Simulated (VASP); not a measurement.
# FePt2 (P-3m1) in VASP: a series of runs, part 2 of 2

VASP 6.6.1. Earlier steps stand in the parts before.

### 3 Single point, PBE, collinear spin, antiferromagnetic start

INCAR

```
SYSTEM = FePt2
ALGO = Normal ; EDIFF = 1E-6
ENCUT = 520 ; GGA = PE
ISIF = 2 ; ISMEAR = 0
ISPIN = 2 ; LASPH = .TRUE.
LCHARG = .TRUE. ; LELF = .TRUE.
LMAXMIX = 4 ; LORBIT = 11
LREAL = .FALSE. ; LVHAR = .TRUE.
LWAVE = .FALSE. ; MAGMOM = -4 4 0 0 0 0
NBANDS = 41 ; NELM = 150
PREC = Accurate ; SIGMA = 0.1
```

KPOINTS

```
k-points
0
G
  6 6 2
  0 0 0
```

POSCAR

```
FePt2
1.0
    2.7295198563      0.0000000000      0.0000000000
   -1.3647599281      2.3638335357      0.0000000000
    0.0000000000      0.0000000000     13.5096711930
Fe Pt
2 4
Direct
    0.3333333333      0.6666666667      0.0737579029
    0.6666666667      0.3333333333      0.9262419265
    0.3333333333      0.6666666667      0.4111646160
    0.3333333333      0.6666666667      0.7697313165
    0.6666666667      0.3333333333      0.2302687360
    0.6666666667      0.3333333333      0.5888355021
```

Potentials or basis: VASP PAW PBE potentials, release 64 (Fe, Pt).

The run is started by

```sh
> cat potpaw_PBE.64/Fe/POTCAR potpaw_PBE.64/Pt/POTCAR > POTCAR
> mpirun -np 1 vasp_std > vasp.out
```

OUTCAR:

```text
SYSTEM = FePt2
   EDIFF = 1E-6
   ENCUT = 520
   GGA = PE
   ISIF = 2
   ISMEAR = 0
   ISPIN = 2
   LASPH = .TRUE.
   LORBIT = 11
   LREAL = .FALSE.
   NELM = 150
   PREC = Accurate

 ion  position               nearest neighbor table
   1  0.333  0.667  0.074-   2 2.54   2 2.54   2 2.54   5 2.64   5 2.64   5 2.64
   2  0.667  0.333  0.926-   1 2.54   1 2.54   1 2.54   4 2.64   4 2.64   4 2.64
   3  0.333  0.667  0.411-   6 2.87   6 2.87   6 2.87   5 2.91   5 2.91   5 2.91
   4  0.333  0.667  0.770-   2 2.64   2 2.64   2 2.64   6 2.91   6 2.91   6 2.91
   5  0.667  0.333  0.230-   1 2.64   1 2.64   1 2.64   3 2.91   3 2.91   3 2.91
   6  0.667  0.333  0.589-   3 2.87   3 2.87   3 2.87   4 2.91   4 2.91   4 2.91

  LATTYP: Found a hexagonal cell.
 ALAT       =     2.7295198563
[... 1431 lines left out ...]
     -0.00000      1.57589      0.99645        -0.000000      0.000000      0.018014
      1.36476      0.78794     12.51322         0.000000      0.000000     -0.018014
     -0.00000      1.57589      5.55470        -0.000000     -0.000000     -0.003880
     -0.00000      1.57589     10.39882        -0.000000      0.000000     -0.006677
      1.36476      0.78794      3.11085        -0.000000     -0.000000      0.006677
      1.36476      0.78794      7.95497        -0.000000      0.000000      0.003880
 -----------------------------------------------------------------------------------
    total drift:                                0.000000     -0.000000     -0.000547

  FREE ENERGIE OF THE ION-ELECTRON SYSTEM (eV)
  ---------------------------------------------------
  free  energy   TOTEN  =       -41.0254619786 eV

  energy  without entropy=      -41.0004526857  energy(sigma->0) =      -41.01295733

 total charge

# of ion       s       p       d       tot
------------------------------------------
    1        0.436   0.452   6.140   7.028
    2        0.436   0.452   6.140   7.028
    3        0.630   0.567   8.054   9.251
    4        0.681   0.621   8.027   9.329
    5        0.681   0.621   8.027   9.329
    6        0.630   0.567   8.054   9.251
--------------------------------------------------
tot          3.494   3.280  44.440  51.214

 magnetization (x)

# of ion       s       p       d       tot
------------------------------------------
    1       -0.014  -0.007  -2.569  -2.591
    2        0.014   0.007   2.569   2.591
    3        0.009   0.004  -0.020  -0.008
    4       -0.006  -0.014   0.218   0.197
    5        0.006   0.014  -0.218  -0.197
    6       -0.009  -0.004   0.020   0.008
--------------------------------------------------
tot          0.000   0.000   0.000   0.000
```

OSZICAR:

```text
N       E                     dE             d eps       ncg     rms          rms(c)
DAV:   1     0.467319479784E+03    0.46732E+03   -0.25517E+04  2296   0.150E+03
DAV:   2    -0.696556294212E+01   -0.47429E+03   -0.43763E+03  2421   0.359E+02
DAV:   3    -0.437775464033E+02   -0.36812E+02   -0.32965E+02  2640   0.109E+02
[... 13 lines left out ...]
DAV:  17    -0.410254224553E+02   -0.28887E-04   -0.64466E-05  3647   0.988E-02    0.547E-02
DAV:  18    -0.410254527599E+02   -0.30305E-04   -0.51114E-05  3324   0.796E-02    0.214E-02
DAV:  19    -0.410254596620E+02   -0.69021E-05   -0.48745E-06  2620   0.144E-02    0.143E-02
DAV:  20    -0.410254615678E+02   -0.19058E-05   -0.15122E-06  1880   0.141E-02    0.691E-03
DAV:  21    -0.410254619786E+02   -0.41076E-06   -0.10481E-06  1466   0.858E-03
   1 F= -.41025462E+02 E0= -.41012957E+02  d E =-.250093E-01  mag=     0.0000
```

Run time: 4 min. Hardware: 1 thread of Intel Xeon 8259CL, shared host; peak memory 0.27 GiB.

Results:

```yaml
Free_energy: -41.0255 eV
Pressure: -0.5 GPa
Largest_force: 0.018 eV/Å
Band_gap_on_the_k_mesh: zero (filled and empty bands overlap)
Net_moment: 0.00 μB per cell
Site_moments: Fe -2.59, +2.59; Pt -0.01, +0.20, -0.20, +0.01 μB
Valence_electrons_inside_the_program's_atomic_spheres: Fe 7.03; Pt 9.25, 9.33 (each value once)
```

Forces in eV/Å, atoms in the order of the input:
```
Fe   0.000  0.000  0.018
Fe   0.000  0.000 -0.018
Pt   0.000  0.000 -0.004
Pt   0.000  0.000 -0.007
Pt   0.000  0.000  0.007
Pt   0.000  0.000  0.004
```

Caveat: the k points lie up to 0.44 Å⁻¹ apart, too coarse for converged energies and pressures of a metal; the antiferromagnetic order is the one typed at the start, and another may lie lower; spin-orbit coupling is left out, which moves the levels of the heavy elements.

### 4 Relaxation of cell and atoms, PBE, collinear spin, antiferromagnetic start

INCAR

```
SYSTEM = FePt2
PREC = Accurate
ENCUT = 600
EDIFF = 1E-6
ISMEAR = 0
SIGMA = 0.1
LREAL = .FALSE.
LASPH = .TRUE.
NELM = 150
ALGO = Fast
ISIF = 3
LWAVE = .FALSE.
LCHARG = .FALSE.
ISPIN = 2
MAGMOM = -4 4 0 0 0 0
LORBIT = 11
LMAXMIX = 4
GGA = PE
IBRION = 2
NSW = 90
EDIFFG = -0.04
```

KPOINTS

```
regular mesh
0
G
  6 6 2
  0 0 0
```

POSCAR

```
FePt2
1.0
    2.7530733400      0.0000000000      0.0000000000
   -1.3765366700      2.3842314500      0.0000000000
    0.0000000000      0.0000000000     13.2641703600
Fe Pt
2 4
Direct
    0.3333333300      0.6666666700      0.0833333300
    0.6666666700      0.3333333300      0.9166666700
    0.3333333300      0.6666666700      0.4166666700
    0.3333333300      0.6666666700      0.7500000000
    0.6666666700      0.3333333300      0.2500000000
    0.6666666700      0.3333333300      0.5833333300
```

The run is started by

```sh
> cat potpaw_PBE.64/Fe/POTCAR potpaw_PBE.64/Pt/POTCAR > POTCAR
> mpirun -np 1 vasp_std > vasp.out
```

Wall time 39 min (1 thread of Intel Xeon 8259CL, shared host); peak memory 0.34 GiB.

The run converged. Its results:

| Property | Result |
| --- | --- |
| Free energy | -41.0253 eV |
| Relaxed volume | 14.51 Å³/atom |
| Relaxed cell | a = 2.728 Å, b = 2.728 Å, c = 13.510 Å, α = 90.00°, β = 90.00°, γ = 120.00° |
| Space group after relaxing (to 0.1 Å) | P-3m1 (No. 164) |
| Energy gained by relaxing | 106.3 meV/atom |
| Ionic steps | 13 |
| Pressure after relaxing | -0.2 GPa |
| Largest force after relaxing | 0.024 eV/Å |
| Band gap on the k mesh | zero (filled and empty bands overlap) |
| Net moment | 0.00 μB per cell |
| Site moments | Fe -2.59, +2.59; Pt -0.01, +0.20, -0.20, +0.01 μB |
| Valence electrons inside the program's atomic spheres | Fe 7.03; Pt 9.25, 9.33 (each value once) |

Forces on the atoms (eV/Å):
```
Fe   0.000  0.000  0.024
Fe   0.000  0.000 -0.024
Pt   0.000  0.000  0.015
Pt   0.000  0.000 -0.005
Pt   0.000  0.000  0.005
Pt   0.000  0.000 -0.015
```

Stress tensor (GPa, compression positive):
```
-0.17  0.00  0.00
 0.00 -0.17  0.00
 0.00  0.00 -0.27
```

Step by step:
```csv
step,energy change (eV),largest force (eV/Å),pressure (GPa),volume (Å³)
1,0.0000,2.2256,5.76,87.07
2,-0.2605,0.5756,-10.33,93.71
3,-0.3171,0.9166,-6.52,91.60
4,-0.4163,0.5595,4.81,87.03
5,-0.4581,0.4397,0.31,88.57
6,-0.5338,0.5556,0.72,87.94
7,-0.5654,0.8530,1.72,87.11
8,-0.6087,0.4538,-1.60,88.01
9,-0.6114,0.3252,-2.54,88.29
10,-0.6348,0.1795,0.70,86.71
11,-0.6356,0.1782,0.18,86.94
12,-0.6374,0.0827,-0.04,87.02
13,-0.6377,0.0235,-0.20,87.08
```

Final structure:
```cif
data_structure
_symmetry_space_group_name_H-M 'P 1'
_symmetry_Int_Tables_number 1
_cell_length_a 2.7282
_cell_length_b 2.7282
_cell_length_c 13.5097
_cell_angle_alpha 90.000
_cell_angle_beta 90.000
_cell_angle_gamma 120.000
_cell_volume 87.08
loop_
_atom_site_label
_atom_site_type_symbol
_atom_site_fract_x
_atom_site_fract_y
_atom_site_fract_z
_atom_site_occupancy
Fe1 Fe 0.33333 0.66667 0.07369 1
Fe2 Fe 0.66667 0.33333 0.92631 1
Pt1 Pt 0.33333 0.66667 0.41106 1
Pt2 Pt 0.33333 0.66667 0.76979 1
Pt3 Pt 0.66667 0.33333 0.23021 1
Pt4 Pt 0.66667 0.33333 0.58894 1
```

Levels at points of the mesh, in eV from the Fermi level:
Spin up:
| k point | band 27 | band 28 | band 29 | band 30 | band 31 | band 32 | band 33 |
| --- | --- | --- | --- | --- | --- | --- | --- |
| (0.00, 0.00, 0.00) | -0.81 | -0.74 | -0.74 | -0.18 | -0.18 | -0.18 | 0.29 |
| (0.50, 0.00, 0.00) | 0.71 | 0.76 | 0.86 | 1.05 | 1.05 | 1.69 | 2.04 |
| (0.00, 0.00, 0.50) | -1.15 | -0.67 | -0.67 | -0.52 | -0.20 | -0.20 | 0.29 |
| (0.50, 0.00, 0.50) | 0.76 | 0.86 | 1.04 | 1.23 | 1.69 | 1.75 | 1.91 |
Spin down:
```tsv
k point	band 27	band 28	band 29	band 30	band 31	band 32	band 33
(0.00, 0.00, 0.00)	-0.81	-0.74	-0.74	-0.18	-0.18	-0.18	0.29
(0.50, 0.00, 0.00)	0.71	0.76	0.86	1.05	1.05	1.69	2.04
(0.00, 0.00, 0.50)	-1.15	-0.67	-0.67	-0.52	-0.20	-0.20	0.29
(0.50, 0.00, 0.50)	0.76	0.86	1.04	1.23	1.69	1.75	1.91
```

Caveat: the k points lie up to 0.44 Å⁻¹ apart in the final cell, too coarse for converged energies and pressures of a metal; the antiferromagnetic order is the one typed at the start, and another may lie lower; spin-orbit coupling is left out, which moves the levels of the heavy elements.

### 5 Summary

| task | cell | cutoff (eV) | gap on the mesh (eV) | pressure (GPa) | moment (μB) | largest force (eV/Å) |
| --- | --- | --- | --- | --- | --- | --- |
| single point | a = 2.753, b = 2.753, c = 13.264 Å, angles 90.0, 90.0, 120.0°, 6 atoms, atomic positions A | 520 | none | 5.7 | 0.00 | 2.23 |
| single point | a = 2.730, b = 2.730, c = 13.510 Å, angles 90.0, 90.0, 120.0°, 6 atoms, atomic positions B | 520 | none | -0.5 | 0.00 | 0.02 |
| relaxation of cell and atoms | relaxed from a = 2.753, b = 2.753, c = 13.264 Å, angles 90.0, 90.0, 120.0°, 6 atoms, atomic positions A | 600 | none | -0.2 | 0.00 | 0.02 |

Alike in all rows: level PBE; potentials or basis VASP PAW PBE potentials, release 64 (Fe, Pt); spin collinear, antiferromagnetic start; k mesh 6 × 6 × 2; smearing gaussian 0.1 eV.

Caveats: all runs use coarse meshes; the antiferromagnetic order is the one typed at the start, and another may lie lower; spin-orbit coupling is left out, which moves the levels of the heavy elements; forces of over 1 eV/Å act on the atoms, so gaps and moduli don't describe the material at rest (at least some runs).

Total energies depend on the potentials used, so only differences within one code and one set of settings carry meaning.
